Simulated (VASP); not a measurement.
# Mg6F in VASP: notebook, part 2 of 2

VASP 6.6.1. Earlier steps stand in the parts before.

## Step 3: Single point, PBE

The input, INCAR:

```
PREC = Accurate
ENCUT = 520
EDIFF = 1E-6
ISMEAR = 0
SIGMA = 0.1
LREAL = False
LASPH = True
NELM = 80
ALGO = Normal
ISIF = 2
LWAVE = False
LCHARG = False
LDIPOL = True
IDIPOL = 3
DIPOL = 0.5 0.5 0.311
GGA = PE
NBANDS = 18
```

The input, KPOINTS:

```
regular mesh
0
Gamma
  9 4 1
```

The input, POSCAR:

```
Mg6F
1.0
    3.2034417932      0.0000000000      0.0000000000
   -1.6017208966      7.8153198520      0.0000000000
    0.0000000000      0.0000000000     20.9851131634
Mg F
6 1
Direct
    0.8493879956      0.6987759913      0.1906113143
    0.5210014932      0.0420029864      0.2197581863
    0.1926149907      0.3852299814      0.2489050583
    0.3710660944      0.7414803149      0.3283003664
    0.0426232582      0.0834482649      0.3542380799
    0.7128162912      0.4251093731      0.3805132287
    0.7128162912      1.1751093731      0.4562812261
```

Potentials or basis: VASP PAW PBE potentials, release 64 (Mg, F).

Started as:

```bash
$ cat potpaw_PBE.64/Mg/POTCAR potpaw_PBE.64/F/POTCAR > POTCAR
$ mpirun -np 1 vasp_std > vasp.out
```

OUTCAR:

```text
PREC = Accurate
   ENCUT = 520
   EDIFF = 1E-6
   ISMEAR = 0
   LREAL = False
   LASPH = True
   NELM = 80
   ISIF = 2
   GGA = PE

 ion  position               nearest neighbor table
   1  0.849  0.699  0.191-   3 3.17   3 3.17   2 3.18   2 3.18   4 3.32   4 3.32
   2  0.521  0.042  0.220-   3 3.18   3 3.18   1 3.18   1 3.18   5 3.26   5 3.26   4 3.27
   3  0.193  0.385  0.249-   1 3.17   1 3.17   2 3.18   2 3.18   6 3.21   6 3.21   5 3.23   4 3.24

   4  0.371  0.741  0.328-   6 3.14   6 3.14   5 3.16   5 3.16   3 3.24   2 3.27   1 3.32   1 3.32

   5  0.043  0.083  0.354-   7 2.56   6 3.16   4 3.16   6 3.16   4 3.16   3 3.23   2 3.26   2 3.26

   6  0.713  0.425  0.381-   7 2.55   4 3.14   4 3.14   5 3.16   5 3.16   3 3.21   3 3.21
   7  0.713  0.175  0.456-   6 2.55   5 2.56

  LATTYP: Found a base centered orthorhombic cell.
 ALAT       =     3.2034417932
 B/A-ratio  =     4.8793268968
 C/A-ratio  =     6.5508020804

  Lattice vectors:

 A1 = (   1.6017208966,  -7.8153198520,   0.0000000000)
 A2 = (   1.6017208966,   7.8153198520,   0.0000000000)
 A3 = (   0.0000000000,   0.0000000000,  20.9851131634)

Analysis of symmetry for initial positions (statically):
=====================================================================
 Subroutine PRICEL returns:
 Original cell was already a primitive cell.

 Routine SETGRP: Setting up the symmetry group for a
 base centered orthorhombic supercell.

 Subroutine GETGRP returns: Found  1 space group operations
 (whereof  1 operations were pure point group operations)
 out of a pool of  8 trial point group operations.

The static configuration has the point symmetry C_1 .

Analysis of symmetry for dynamics (positions and initial velocities):
=====================================================================
 Subroutine PRICEL returns:
 Original cell was already a primitive cell.

 Routine SETGRP: Setting up the symmetry group for a
 base centered orthorhombic supercell.

[... 159 lines left out ...]
   LEPSILON=     F    determine dielectric tensor
   LRPA    =     F    only Hartree local field effects (RPA)
 non-spin polarized calculation
 Gauss-broadening in eV      SIGMA  =   0.10
  energy-cutoff  :      520.00
  volume of cell :      525.38
 maximum number of plane-waves:     14191
   NGX = 11   NGY = 29   NGZ = 79

 number of electron      18.9999996 magnetization

 dipolmoment           0.000000      0.000000      0.353963 electrons x Angstroem

 Free energy of the ion-electron system (eV)
  ---------------------------------------------------
  ext. energy  EPLUGINS =         0.00000000
  ---------------------------------------------------
  free energy    TOTEN  =       -12.15620084 eV

  energy without entropy =      -12.14498811  energy(sigma->0) =      -12.15059448

 E-fermi :  -2.8030     XC(G=0):  -3.2067

 val. band max:       -2.8493112127   @ k =   0.2222  -0.0000   0.0000
 cond. band min:      -2.7821411754   @ k =  -0.2222   0.2500   0.0000
 fundamental gap:      0.0671700374
 Fermi energy:        -2.8030091565

 k-point     1 :       0.0000    0.0000    0.0000
  band No.  band energies     occupation
      1     -23.6456      2.00000
      2      -8.8363      2.00000
      3      -6.9143      2.00000
      4      -6.5167      2.00000
      5      -6.1964      2.00000
      6      -5.5762      2.00000
[... 376 lines left out ...]
      5      -5.2462      2.00000
      6      -4.6359      2.00000
[... 10 lines left out ...]
     17       0.7103      0.00000
     18       0.8795      0.00000

------------------------ aborting loop because EDIFF is reached ----------------------------------------

 vacuum level on the upper side and lower side of the slab       (xc-potential included)         1.223        -1.259

  FORCE on cell =-STRESS in cart. coord.  units (eV):
  Direction    XX          YY          ZZ          XY          YZ          ZX
  --------------------------------------------------------------------------------------
  -------------------------------------------------------------------------------------
  Total       -2.5908431     -3.3233700     -5.4450825      0.2022717      0.9215782      0.2114147
  in kB       -7.9009041    -10.1347810    -16.6050480      0.6168376      2.8103982      0.6447195
  external PRESSURE =     -11.5469110 kB  Pullay stress =       0.0000000 kB

 VOLUME and BASIS-vectors are now :
 -----------------------------------------------------------------------------
  energy-cutoff  :      520.00
  volume of cell :      525.38
      direct lattice vectors                 reciprocal lattice vectors
     3.203441793  0.000000000  0.000000000     0.312164249  0.063976908  0.000000000
    -1.601720897  7.815319852  0.000000000     0.000000000  0.127953816  0.000000000
     0.000000000  0.000000000 20.985113163     0.000000000  0.000000000  0.047652829

 POSITION                                       TOTAL-FORCE (eV/Angst)
 -----------------------------------------------------------------------------------
      1.60172      5.46116      4.00000         0.001757      0.075347      0.100460
      1.60172      0.32827      4.61165        -0.004517     -0.042715      0.042590
      0.00000      3.01070      5.22330         0.011638     -0.034377     -0.000548
      0.00104      5.79491      6.88942        -0.000804     -0.092444     -0.027174
      0.00288      0.65217      7.43373        -0.236577      0.234517      1.473467
      1.60256      3.32237      7.98511         0.161728     -0.775729      0.989235
      2.00299      1.36854      9.57511         0.066775      0.635401     -2.578031
 -----------------------------------------------------------------------------------
    total drift:                                0.000627     -0.000240      0.000169

  FREE ENERGIE OF THE ION-ELECTRON SYSTEM (eV)
  ---------------------------------------------------
  free  energy   TOTEN  =       -12.1562008381 eV

  energy  without entropy=      -12.1449881124  energy(sigma->0) =      -12.15059448

 vacuum level on the upper side and lower side of the slab         3.447         0.895
```

stdout:

```text
POSCAR found type information on POSCAR MgF
 POSCAR found :  2 types and       7 ions
 scaLAPACK will be used
 LDA part: xc-table for (Slater+PW92), standard interpolation
 -----------------------------------------------------------------------------
|                                                                             |
|           W    W    AA    RRRRR   N    N  II  N    N   GGGG   !!!           |
|           W    W   A  A   R    R  NN   N  II  NN   N  G    G  !!!           |
|           W    W  A    A  R    R  N N  N  II  N N  N  G       !!!           |
|           W WW W  AAAAAA  RRRRR   N  N N  II  N  N N  G  GGG   !            |
|           WW  WW  A    A  R   R   N   NN  II  N   NN  G    G                |
|           W    W  A    A  R    R  N    N  II  N    N   GGGG   !!!           |
|                                                                             |
|     Your reciprocal lattice and k-lattice belong to different lattice       |
|     classes:                                                                |
|                                                                             |
|        The reciprocal lattice is base centered orthorhombic,                |
|        whereas your k-lattice is simple monoclinic.                         |
|                                                                             |
|     Results are often still useful ...                                      |
|                                                                             |
 -----------------------------------------------------------------------------

 POSCAR, INCAR and KPOINTS ok, starting setup
 FFT: planning ... GRIDC
 FFT: planning ... GRID_SOFT
 FFT: planning ... GRID
 WAVECAR not read
 entering main loop
```

It took 4.3 min on 1 thread of AMD EPYC 7R43 (Zen 3), shared host; peak memory 0.53 GiB.

What came out:

- Free energy: -12.1562 eV
- Largest force: 2.656 eV/Å

Forces in eV/Å, atoms in the order of the input:
```
Mg   0.002  0.075  0.100
Mg  -0.005 -0.043  0.043
Mg   0.012 -0.034 -0.001
Mg  -0.001 -0.092 -0.027
Mg  -0.237  0.235  1.473
Mg   0.162 -0.776  0.989
F    0.067  0.635 -2.578
```

Caveat: an odd number of electrons without spin polarisation forces a metal; a magnetic or distorted state may lie lower.

## Step 4: Single point, PBE

The input, INCAR:

```
ALGO = Normal
DIPOL = 0.5 0.5 0.318
EDIFF = 1E-6
ENCUT = 520
GGA = PE
IDIPOL = 3
ISIF = 2
ISMEAR = 0
LASPH = T
LCHARG = T
LDIPOL = T
LELF = T
LREAL = F
LVACPOTAV = T
LVHAR = T
LWAVE = F
NBANDS = 18
NELM = 80
PREC = Accurate
SIGMA = 0.1
```

The input, KPOINTS:

```
k-points
0
Gamma
  9 4 1
```

POSCAR, as its differences from that of step 3:

```diff
@@ -14,2 +14,2 @@
     0.7128162912      0.4251093731      0.3805132287
-    0.7128162912      1.1751093731      0.4562812261
+    0.7128162912      1.1751093731      0.5010748849
```

Started as:

```bash
$ cat potpaw_PBE.64/Mg/POTCAR potpaw_PBE.64/F/POTCAR > POTCAR
$ mpirun -np 1 vasp_std > vasp.out
```

Run time: 5.7 min. Hardware: 1 thread of AMD EPYC 7R43 (Zen 3), shared host; peak memory 0.53 GiB.

It converged, with:

| Property | Result |
| --- | --- |
| Free energy | -9.9324 eV |
| Largest force | 1.773 eV/Å |

Forces on the atoms (eV/Å):
```
Mg   0.002  0.074  0.087
Mg  -0.002 -0.044  0.026
Mg   0.005 -0.022 -0.041
Mg   0.000 -0.034 -0.007
Mg  -0.055  0.018  0.780
Mg   0.051 -0.349  0.890
F   -0.001  0.357 -1.736
```

Levels at points of the mesh, in eV from the Fermi level:
```tsv
k point	band 6	band 7	band 8	band 9	band 10	band 11	band 12	band 13
(0.00, 0.00, 0.00)	-1.70	-1.48	-0.68	-0.47	-0.33	0.01	1.45	1.57
(0.00, 0.50, 0.00)	-0.95	-0.85	-0.61	-0.41	-0.20	0.01	0.37	1.25
```

Caveat: an odd number of electrons without spin polarisation forces a metal; a magnetic or distorted state may lie lower.

## Step 5: Single point, PBE

The input, INCAR:

```
PREC = Accurate
ENCUT = 520
EDIFF = 1E-6
ISMEAR = 0
SIGMA = 0.1
LREAL = False
LASPH = True
NELM = 100
ALGO = Normal
ISIF = 2
LWAVE = False
LCHARG = False
LDIPOL = True
IDIPOL = 3
DIPOL = 0.5 0.5 0.326
GGA = PE
NBANDS = 18
```

The input, KPOINTS:

```
regular mesh
0
Gamma
  9 4 1
```

POSCAR, as its differences from that of step 4:

```diff
@@ -14,2 +14,2 @@
     0.7128162912      0.4251093731      0.3805132287
-    0.7128162912      1.1751093731      0.5010748849
+    0.7128162912      1.1751093731      0.5582582792
```

Started as:

```bash
$ cat potpaw_PBE.64/Mg/POTCAR potpaw_PBE.64/F/POTCAR > POTCAR
$ mpirun -np 1 vasp_std > vasp.out
```

Wall time 6.3 min (1 thread of AMD EPYC 7R43 (Zen 3), shared host); peak memory 0.53 GiB.

Results (log left out):

| Quantity | Value |
| --- | --- |
| Free energy | -8.6635 eV |
| Largest force | 0.573 eV/Å |

Forces in eV/Å, atoms in the order of the input:
```
Mg   0.001  0.025  0.116
Mg  -0.001 -0.049  0.043
Mg   0.001  0.014 -0.126
Mg   0.000  0.007  0.001
Mg  -0.005 -0.039  0.185
Mg   0.005 -0.032  0.349
F   -0.001  0.074 -0.568
```

Levels at points of the mesh, in eV from the Fermi level:
| k point | band 6 | band 7 | band 8 | band 9 | band 10 | band 11 | band 12 | band 13 | band 14 | band 15 |
| --- | --- | --- | --- | --- | --- | --- | --- | --- | --- | --- |
| (0.00, 0.00, 0.00) | -1.77 | -1.55 | -0.62 | -0.23 | -0.19 | 0.07 | 1.06 | 1.32 | 2.52 | 3.30 |
| (0.00, 0.50, 0.00) | -0.98 | -0.56 | -0.44 | -0.36 | -0.18 | -0.07 | 0.07 | 1.16 | 1.90 | 2.21 |

Caveat: an odd number of electrons without spin polarisation forces a metal; a magnetic or distorted state may lie lower.
